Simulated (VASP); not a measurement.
# Al2Pt (Fm-3m) in VASP: notebook

The runs below take Al2Pt through single point, with LDA.

All numbers are computed with VASP 6.6.1; they aren't measurements. Logs are shortened: lines on timing, memory, paths and dates and some standing lists are left out, and cuts for length are marked.

## (1) The cell of the first run

It takes space group Fm-3m (No. 225, cubic). The conventional cell has a = 5.870 Å, b = 5.870 Å, c = 5.870 Å, α = 90.00°, β = 90.00°, γ = 90.00°. Within 3.4 Å of Pt (site symmetry m-3m) lie 8 Al at 2.54 Å. Within 3.4 Å of Al (site symmetry -43m) lie 4 Pt at 2.54 Å and 6 Al at 2.94 Å.

## (2) Single point, LDA (volume scaled by 0.98)

File INCAR:

```
PREC = Accurate
ENCUT = 520
EDIFF = 1E-7
ISMEAR = -1
SIGMA = 0.05
LREAL = False
LASPH = True
NELM = 60
ALGO = Fast
ISIF = 2
LWAVE = False
LCHARG = False
GGA = CA
NBANDS = 15
```

File KPOINTS:

```
Automatic mesh
0
Gamma
  8 8 8
```

File POSCAR:

```
Al2Pt
1.0
    0.0000000000      2.9351671877      2.9351671877
    2.9351671877      0.0000000000      2.9351671877
    2.9351671877      2.9351671877      0.0000000000
Pt Al
1 2
Direct
    0.0000000000      0.0000000000      0.0000000000
    0.7500000000      0.7500000000      0.7500000000
    0.2500000000      0.2500000000      0.2500000000
```

Potentials or basis: VASP PAW LDA potentials, release 64 (Pt, Al).

Launch:

```
> cat potpaw_LDA.64/Pt/POTCAR potpaw_LDA.64/Al/POTCAR > POTCAR
> mpirun -np 1 vasp_std > vasp.out
```

OUTCAR:

```text
PREC = Accurate
   ENCUT = 520
   EDIFF = 1E-7
   ISMEAR = -1
   LREAL = False
   LASPH = True
   NELM = 60
   ISIF = 2
   GGA = CA

 ion  position               nearest neighbor table
   1  0.000  0.000  0.000-   2 2.54   3 2.54   2 2.54   2 2.54   2 2.54   3 2.54   3 2.54   3 2.54

   2  0.750  0.750  0.750-   1 2.54   1 2.54   1 2.54   1 2.54   3 2.94   3 2.94   3 2.94   3 2.94
                             3 2.94   3 2.94
   3  0.250  0.250  0.250-   1 2.54   1 2.54   1 2.54   1 2.54   2 2.94   2 2.94   2 2.94   2 2.94
                             2 2.94   2 2.94

  LATTYP: Found a face centered cubic cell.
 ALAT       =     5.8703343754

  Lattice vectors:

 A1 = (   0.0000000000,   2.9351671877,   2.9351671877)
 A2 = (   2.9351671877,   0.0000000000,   2.9351671877)
 A3 = (   2.9351671877,   2.9351671877,   0.0000000000)

Analysis of symmetry for initial positions (statically):
=====================================================================
 Subroutine PRICEL returns:
 Original cell was already a primitive cell.

 Routine SETGRP: Setting up the symmetry group for a
 face centered cubic supercell.

 Subroutine GETGRP returns: Found 48 space group operations
 (whereof 48 operations were pure point group operations)
 out of a pool of 48 trial point group operations.

The static configuration has the point symmetry O_h .

Analysis of symmetry for dynamics (positions and initial velocities):
=====================================================================
 Subroutine PRICEL returns:
 Original cell was already a primitive cell.

 Routine SETGRP: Setting up the symmetry group for a
 face centered cubic supercell.

 Subroutine GETGRP returns: Found 48 space group operations
 (whereof 48 operations were pure point group operations)
 out of a pool of 48 trial point group operations.

The dynamic configuration has the point symmetry O_h .

 Subroutine INISYM returns: Found 48 space group operations
 (whereof 48 operations are pure point group operations),
 and found     1 'primitive' translations

----------------------------------------------------------------------------------------

                                     Primitive cell

  volume of cell :      50.5741

  direct lattice vectors                    reciprocal lattice vectors
     0.000000000  2.935167188  2.935167188    -0.170348048  0.170348048  0.170348048
     2.935167188  0.000000000  2.935167188     0.170348048 -0.170348048  0.170348048
     2.935167188  2.935167188  0.000000000     0.170348048  0.170348048 -0.170348048

  length of vectors
     4.150953245  4.150953245  4.150953245     0.295051474  0.295051474  0.295051474

  position of ions in fractional coordinates (direct lattice)
     0.000000000  0.000000000  0.000000000
     0.750000000  0.750000000  0.750000000
     0.250000000  0.250000000  0.250000000

  ion indices of the primitive-cell ions
   primitive index   ion index
                 1           1
                 2           2
                 3           3

----------------------------------------------------------------------------------------

 KPOINTS: Automatic mesh

Automatic generation of k-mesh.
 Grid dimensions read from file:
 generate k-points for:    8    8    8

 Generating k-lattice:

  Cartesian coordinates                     Fractional coordinates (reciprocal lattice)
    -0.021293506  0.021293506  0.021293506     0.125000000  0.000000000  0.000000000
     0.021293506 -0.021293506  0.021293506     0.000000000  0.125000000  0.000000000
     0.021293506  0.021293506 -0.021293506     0.000000000  0.000000000  0.125000000

  Length of vectors
     0.036881434  0.036881434  0.036881434

  Shift w.r.t. Gamma in fractional coordinates (k-lattice)
     0.000000000  0.000000000  0.000000000

 Subroutine IBZKPT returns following result:
 ===========================================

 Found     29 irreducible k-points:

 Following reciprocal coordinates:
            Coordinates               Weight
  0.000000  0.000000  0.000000      1.000000
  0.125000  0.000000  0.000000      8.000000
  0.250000  0.000000  0.000000      8.000000
  0.375000  0.000000  0.000000      8.000000
  0.500000  0.000000  0.000000      4.000000
  0.125000  0.125000  0.000000      6.000000
[... 16 lines left out ...]
  0.500000  0.250000  0.125000     48.000000
 -0.375000  0.250000  0.125000     24.000000
 [... further k-points ...]
   k-points           NKPTS =     29   k-points in BZ     NKDIM =     29   number of bands    NBANDS=     15
   number of dos      NEDOS =    301   number of ions     NIONS =      3
   total plane-waves  NPLWV =  32768
   dimension x,y,z NGX =    32 NGY =   32 NGZ =   32
   dimension x,y,z NGXF=    64 NGYF=   64 NGZF=   64
   ions per type =               1   2
   NGX,Y,Z   is equivalent  to a cutoff of  12.82, 12.82, 12.82 a.u.
   NGXF,Y,Z  is equivalent  to a cutoff of  25.63, 25.63, 25.63 a.u.
 SYSTEM =  unknown system
   PREC   = accura    normal or accurate (medium, high low for compatibility)
   ISTART =      0    job   : 0-new  1-cont  2-samecut
   ICHARG =      2    charge: 1-file 2-atom 10-const
   ISPIN  =      1    spin polarized calculation?
   LNONCOLLINEAR =      F non collinear calculations
   LSORBIT =      F    spin-orbit coupling
   LASPH  =      T    aspherical Exc in radial PAW
   ENCUT  =  520.0 eV  38.22 Ry    6.18 a.u.   7.72  7.72  7.72*2*pi/ulx,y,z
   NELM   =     60;   NELMIN=  2; NELMDL= -5     # of ELM steps
   EDIFF  = 0.1E-06   stopping-criterion for ELM
   LREAL  =      F    real-space projection
   EDIFFG = 0.1E-05   stopping-criterion for IOM
   NSW    =      0    number of steps for IOM
   IBRION =     -1    ionic relax: 0-MD 1-quasi-New 2-CG
   NFREE  =      0    steps in history (QN), initial steepest desc. (CG)
   ISIF   =      2    stress and relaxation
   ISYM   =      2    0-nonsym 1-usesym 2-fastsym
   POTIM  = 0.5000    time-step for ionic-motion
   TEBEG  =    0.0;   TEEND  =   0.0 temperature during run
   PSTRESS=    0.0 pullay stress
   NELECT =      16.0000    total number of electrons
   NUPDOWN=      -1.0000    fix difference up-down
   EMIN   =  10.00;   EMAX   =-10.00  energy-range for DOS
   EFERMI =   0.00;   METHOD = LEGACY
   ISMEAR =    -1;   SIGMA  =   0.05  broadening in eV -4-tet -1-fermi 0-gaus
   EFERMI_NEDOS =   21; number of points for ismear=-14 and -15
   IALGO  =     68    algorithm
   IMIX   =      4    mixing-type and parameters
     AMIX     =   0.40;   BMIX     =  1.00
     AMIX_MAG =   1.60;   BMIX_MAG =  1.00
  volume/ion in A,a.u.               =      16.86       113.76
  Fermi-wavevector in a.u.,A,eV,Ry     =   1.115506  2.108001 16.930465  1.244354
  Thomas-Fermi vector in A             =   2.252111
   LORBIT       =      0    0 simple, 1 ext, 2 COOP (PROOUT), +10 PAW based schemes
   GGA     = CA    functional components
   LHFCALC =     F    Hartree Fock is set to
   AEXX    =    0.0000 exact exchange contribution
   IVDW    =     0    specifies the selected vdW correction
   LEPSILON=     F    determine dielectric tensor
   LRPA    =     F    only Hartree local field effects (RPA)
 non-spin polarized calculation
 RMM-DIIS sequential band-by-band and
  energy-cutoff  :      520.00
  volume of cell :       50.57
 maximum number of plane-waves:      1380
   NGX = 15   NGY = 15   NGZ = 15

 number of electron      15.9999999 magnetization

 Free energy of the ion-electron system (eV)
  ---------------------------------------------------
  ext. energy  EPLUGINS =         0.00000000
  ---------------------------------------------------
  free energy    TOTEN  =       -18.58807789 eV

  energy without entropy =      -18.57574847  energy(sigma->0) =      -18.58191318

 E-fermi :   7.9180     XC(G=0): -10.9750

 val. band max:        7.8492744576   @ k =   0.3750   0.2500   0.0000
 cond. band min:       7.9474127736   @ k =  -0.3750   0.1250   0.0000
 fundamental gap:      0.0981383161
 Fermi energy:         7.9179513550

 k-point     1 :       0.0000    0.0000    0.0000
  band No.  band energies     occupation
      1      -2.4123      2.00000
      2       2.7656      2.00000
      3       2.7656      2.00000
      4       2.7656      2.00000
      5       4.1543      2.00000
      6       4.1543      2.00000
      7      10.9196      0.00000
      8      11.7910      0.00000
      9      11.7910      0.00000
     10      11.7910      0.00000
     11      13.4634      0.00000
     12      13.4634      0.00000
     13      13.4634      0.00000
     14      14.3009      0.00000
     15      14.3009      0.00000

 k-point     2 :       0.1250    0.0000    0.0000
  band No.  band energies     occupation
      1      -2.1946      2.00000
      2       2.6416      2.00000
      3       2.8369      2.00000
      4       2.8369      2.00000
      5       4.1312      2.00000
      6       4.1312      2.00000
      7       9.6108      0.00000
      8      11.2461      0.00000
      9      11.2461      0.00000
     10      11.2602      0.00000
     11      13.8776      0.00000
     12      13.9495      0.00000
     13      13.9495      0.00000
     14      14.0866      0.00000
     15      14.0866      0.00000

 k-point     3 :       0.2500    0.0000    0.0000
  band No.  band energies     occupation
      1      -1.5685      2.00000
      2       2.3512      2.00000
      3       2.9866      2.00000
      4       2.9866      2.00000
      5       4.1360      2.00000
      6       4.1360      2.00000
      7       7.0471      2.00000
      8      10.2485      0.00000
      9      10.2485      0.00000
     10      11.7102      0.00000
     11      13.4020      0.00000
     12      13.4936      0.00000
     13      13.4936      0.00000
     14      15.3519      0.00000
     15      15.3520      0.00000

 k-point     4 :       0.3750    0.0000    0.0000
  band No.  band energies     occupation
      1      -0.6648      2.00000
      2       2.0145      2.00000
      3       3.0771      2.00000
      4       3.0771      2.00000
      5       4.2712      2.00000
      6       4.2712      2.00000
      7       5.0084      2.00000
      8       9.3463      0.00000
      9       9.3463      0.00000
     10      11.7712      0.00000
     11      13.2559      0.00000
     12      13.2559      0.00000
     13      13.3661      0.00000
     14      16.8125      0.00000
     15      16.8153      0.00000
[... 307 lines left out ...]
 k-point    22 :       0.3750    0.2500    0.1250
  band No.  band energies     occupation
      1      -1.0069      2.00000
      2       2.1560      2.00000
      3       3.0699      2.00000
      4       3.2461      2.00000
      5       3.8091      2.00000
      6       4.3900      2.00000
      7       6.6193      2.00000
      8       7.7691      1.90307
      9       9.3923      0.00000
     10      12.0316      0.00000
     11      12.4564      0.00000
     12      13.9629      0.00000
     13      14.7268      0.00000
     14      16.0550      0.00000
     15      16.5497      0.00000

 k-point    23 :       0.5000    0.2500    0.1250
  band No.  band energies     occupation
      1      -0.0973      2.00000
      2       1.9488      2.00000
      3       2.9908      2.00000
      4       3.4143      2.00000
      5       4.0117      2.00000
      6       4.2643      2.00000
      7       5.1018      2.00000
      8       7.0600      2.00000
      9       8.5368      0.00001
     10      11.9543      0.00000
     11      13.1349      0.00000
     12      14.1710      0.00000
     13      15.1668      0.00000
     14      16.0072      0.00000
     15      17.5394      0.00000

 k-point    24 :      -0.3750    0.2500    0.1250
  band No.  band energies     occupation
      1       0.5397      2.00000
      2       1.7882      2.00000
      3       2.9348      2.00000
      4       3.4318      2.00000
      5       3.7039      2.00000
      6       4.3593      2.00000
      7       4.6360      2.00000
      8       6.9622      2.00000
      9       8.0735      0.08530
     10      11.8258      0.00000
     11      13.2292      0.00000
     12      14.8620      0.00000
     13      15.2542      0.00000
     14      16.3955      0.00000
     15      16.9748      0.00000

 [... further k-points ...]

------------------------ aborting loop because EDIFF is reached ----------------------------------------

  FORCE on cell =-STRESS in cart. coord.  units (eV):
  Direction    XX          YY          ZZ          XY          YZ          ZX
  --------------------------------------------------------------------------------------
  -------------------------------------------------------------------------------------
  Total       -0.2646989     -0.2646989     -0.2646989      0.0000000     -0.0000000     -0.0000000
  in kB       -8.3855994     -8.3855994     -8.3855994      0.0000000     -0.0000000     -0.0000000
  external PRESSURE =      -8.3855994 kB  Pullay stress =       0.0000000 kB

 VOLUME and BASIS-vectors are now :
 -----------------------------------------------------------------------------
  energy-cutoff  :      520.00
  volume of cell :       50.57
      direct lattice vectors                 reciprocal lattice vectors
     0.000000000  2.935167188  2.935167188    -0.170348048  0.170348048  0.170348048
     2.935167188  0.000000000  2.935167188     0.170348048 -0.170348048  0.170348048
     2.935167188  2.935167188  0.000000000     0.170348048  0.170348048 -0.170348048

 POSITION                                       TOTAL-FORCE (eV/Angst)
 -----------------------------------------------------------------------------------
      0.00000      0.00000      0.00000        -0.000000      0.000000      0.000000
      4.40275      4.40275      4.40275        -0.000000     -0.000000     -0.000000
      1.46758      1.46758      1.46758         0.000000      0.000000      0.000000
 -----------------------------------------------------------------------------------
    total drift:                                0.000000     -0.000000      0.000000

  FREE ENERGIE OF THE ION-ELECTRON SYSTEM (eV)
  ---------------------------------------------------
  free  energy   TOTEN  =       -18.5880778878 eV

  energy  without entropy=      -18.5757484722  energy(sigma->0) =      -18.58191318
```

Run time: 8.1 s. Hardware: 1 thread of Intel Xeon 6975P-C (Granite Rapids), shared host; peak memory 0.16 GiB.

Results:

```yaml
Free_energy: -18.5881 eV
Pressure: -0.8 GPa
Band_gap_on_the_k_mesh: zero (band 8 reaches 11.79 eV, above the bottom of band 9 at 6.32 eV)
```

Caveat: the cell differs from its parent crystal (volume scaled by 0.98); spin-orbit coupling is left out, which moves the levels of the heavy elements.

## (3) Single point, LDA

This run uses another cell than the first one, of 17.20 Å³/atom, 1.020 times its volume.

File INCAR:

```
  PREC = Accurate
  ENCUT = 520
  EDIFF = 1E-6
  ISMEAR = -1
  SIGMA = 0.05
  LREAL = F
  LASPH = T
  NELM = 100
  ALGO = Normal
  ISIF = 2
  LWAVE = F
  LCHARG = T
  LELF = T
  LVHAR = T
  NBANDS = 15
```

KPOINTS is that of step 2.

File POSCAR:

```
Al2Pt
1.0
    0.0000000000      2.9550000000      2.9550000000
    2.9550000000      0.0000000000      2.9550000000
    2.9550000000      2.9550000000      0.0000000000
Pt Al
1 2
Direct
    0.0000000000      0.0000000000      0.0000000000
    0.7500000000      0.7500000000      0.7500000000
    0.2500000000      0.2500000000      0.2500000000
```

Potentials or basis: VASP PAW LDA potentials, release 64 (Pt, Al).

Launch:

```
> cat potpaw_LDA.64/Pt/POTCAR potpaw_LDA.64/Al/POTCAR > POTCAR
> mpirun -np 1 vasp_std > vasp.out
```

Wall time 6.5 s (1 thread of Intel Xeon 6975P-C (Granite Rapids), shared host); peak memory 0.16 GiB.

It converged, with:

```
Free energy            : -18.5738 eV
Pressure               : -3.6 GPa
Band gap on the k mesh : zero (band 8 reaches 11.53 eV, above the bottom of band 9 at 6.12 eV)
```

Levels at points of the mesh, in eV from the Fermi level:
| k point | band 4 | band 5 | band 6 | band 7 | band 8 | band 9 | band 10 | band 11 | band 12 | band 13 |
| --- | --- | --- | --- | --- | --- | --- | --- | --- | --- | --- |
| (0.00, 0.00, 0.00) | -5.04 | -3.68 | -3.68 | 2.85 | 3.86 | 3.86 | 3.86 | 5.43 | 5.43 | 5.43 |
| (0.50, 0.00, 0.00) | -4.72 | -3.70 | -3.46 | -3.46 | 1.05 | 1.05 | 3.74 | 5.19 | 5.19 | 5.33 |
| (0.50, 0.50, 0.00) | -3.78 | -3.78 | -3.40 | -3.18 | -1.56 | -1.56 | 3.13 | 3.40 | 8.13 | 10.69 |

Caveat: spin-orbit coupling is left out, which moves the levels of the heavy elements.
